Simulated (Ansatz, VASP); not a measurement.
# Two plane-wave programs on CaZr

Contents of INCAR:

```
PREC = Accurate
ENCUT = 520
EDIFF = 1E-6
ISMEAR = 0
SIGMA = 0.1
LREAL = False
LASPH = True
NELM = 100
ALGO = Normal
ISIF = 2
LWAVE = False
LCHARG = False
GGA = PE
NBANDS = 18
```

Contents of KPOINTS:

```
regular mesh
0
Gamma
  6 6 4
```

The input POSCAR:

```
CaZr
1.0
    3.2934149460      0.0000000000      0.0000000000
   -1.6467074730      2.8521810085      0.0000000000
    0.0000000000      0.0000000000      4.9383388192
Ca Zr
1 1
Direct
    0.6666666667      0.3333333333      0.0000000000
    0.0000000000      0.0000000000      0.5000000000
```

Input for Ansatz:

```yaml
crystal:
  lattice:
    - [3.293414946, 0.0, 0.0]
    - [-1.646707473, 2.8521810085, 0.0]
    - [0.0, 0.0, 4.9383388192]
  atoms:
    - { symbol: Ca, position: [0.6666666667, 0.3333333333, 0.0] }
    - { symbol: Zr, position: [0.0, 0.0, 0.5] }
basis:
  ecutwfc: 420
kpoints:
  mp_grid: { grid: [6, 6, 4] }
hamiltonian:
  xc: pbe
scf:
  occupations: { method: gaussian, width: 0.1 }
  lower_state_search: "off"
output:
  forces: true
  stress: true
  eigenvalues: true
```

Alike in both runs: task single point; functional PBE; k mesh 6 × 6 × 4; occupations gaussian, width 0.1 eV; no spin polarisation.

|  | VASP | Ansatz |
| --- | --- | --- |
| version | VASP 6.6.1 | Ansatz 0.2.0 |
| potentials or method | VASP PAW PBE potentials, release 64 (Ca_sv, Zr_sv), cutoff 520 eV | scalar-relativistic, plane waves, PAW |
| valence electrons in the cell | 22 | 22 |

|  | VASP | Ansatz | Ansatz less VASP |
| --- | --- | --- | --- |
| gap on the k mesh at the Fermi level (eV) | none | none | - |
| pressure (GPa) | 12.6 | 12.5 | -0.07 |
| traceless stress, the component that is largest in VASP (GPa) | 8.39 | 8.34 | -0.052 |

A gap of «none» marks a metal or a gap that the smearing closes.

The k mesh is coarse, so the values compare programs but aren't converged.
